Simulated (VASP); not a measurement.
## AlIn2N3: single point with PBE

The system is AlIn2N3.

```xyz
6
Lattice="4.5966 0.0000 0.0000 0.0000 4.5966 0.0000 0.0000 0.0000 4.1278" Properties=species:S:1:pos:R:3 pbc="T T T"
Al    2.2983    2.2983    2.0639
In    2.2983    0.0000    0.0000
In    0.0000    2.2983    0.0000
N     2.2983    0.0000    2.0639
N     0.0000    2.2983    2.0639
N     2.2983    2.2983    0.0000
```

The cell was built from a structure type or drawn by symmetry, and may not be a known phase.

```json
{
 "Program": "VASP 6.6.1",
 "Task": "single point",
 "Functional": "PBE",
 "Potentials or basis": "VASP PAW PBE potentials, release 64 (Al, In_d, N)",
 "Cutoff": "520 eV",
 "k mesh": "8 × 8 × 10",
 "Occupations": "gaussian, width 0.1 eV",
 "Spin": "no spin polarisation"
}
```

The pressure is 0.1 GPa and the band gap on the k mesh is zero (bands 22 and 23 overlap by 1.13 eV).

Stress tensor (GPa, compression positive):
```
-0.01  0.00  0.00
 0.00 -0.01  0.00
 0.00  0.00  0.20
```

Levels at points of the mesh, in eV from the Fermi level:
| k point | band 20 | band 21 | band 22 | band 23 | band 24 | band 25 |
| --- | --- | --- | --- | --- | --- | --- |
| (0.00, 0.00, 0.00) | -1.61 | -1.61 | -0.83 | -0.83 | 1.75 | 2.09 |
| (0.50, 0.00, 0.00) | -1.74 | -1.50 | -1.36 | 0.02 | 1.80 | 4.39 |
| (0.50, 0.50, 0.00) | -3.64 | -1.39 | 0.03 | 1.49 | 3.43 | 3.43 |
| (0.00, 0.00, 0.50) | -3.03 | -0.11 | -0.11 | 3.07 | 3.83 | 3.83 |
| (0.50, 0.00, 0.50) | -1.03 | -0.74 | -0.12 | 1.71 | 2.86 | 4.32 |
| (0.50, 0.50, 0.50) | -0.84 | -0.04 | -0.04 | 0.54 | 3.98 | 4.72 |

Wall time 3.9 min on 1 thread of Intel(R) Xeon(R) Platinum 8488C (Sapphire Rapids), with other jobs on the host, peak memory 0.33 GiB.

Caveat: spin-orbit coupling is left out, which moves the levels of the heavy elements.
